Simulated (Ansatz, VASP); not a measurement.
SiGe in VASP and in Ansatz

```
Si Ge
1.0
     3.74457    0.00000    0.00000
    -1.87229    3.24290    0.00000
     0.00000    0.00000    6.95886
Si Ge
2 2
Direct
  0.66667 0.33333 0.87455
  0.33333 0.66667 0.37455
  0.66667 0.33333 0.50045
  0.33333 0.66667 0.00045
```

Change from the starting cell: strain -0.040 along x and y, +0.080 along z, atoms carried along.

Alike in both runs: task single point; functional PBEsol; k mesh 12 × 12 × 6; occupations gaussian, width 0.03 eV; no spin polarisation.

```csv
,VASP,Ansatz
version,VASP 6.6.1,Ansatz 0.2.0
potentials or method,"VASP PAW PBE potentials, release 64 (Si, Ge_d), cutoff 520 eV","scalar-relativistic, plane waves, PAW"
valence electrons in the cell,36,36
```

|  | VASP | Ansatz | Ansatz less VASP |
| --- | --- | --- | --- |
| gap on the k mesh at the Fermi level (eV) | none | none | - |
| pressure (GPa) | 2.1 | 2.1 | +0.02 |
| traceless stress, the component that is largest in VASP (GPa) | -13.80 | -13.75 | +0.041 |
| rms of the force components (eV/Å) | 0.463 | 0.466 | +0.0031 |

VASP's potentials were made for PBE, not for PBEsol. Atom by atom the forces differ by 0.003 eV/Å (rms over components). A gap of «none» marks a metal or a gap that the smearing closes. With one functional, cell and mesh, what is left measures potentials, basis and numerics.
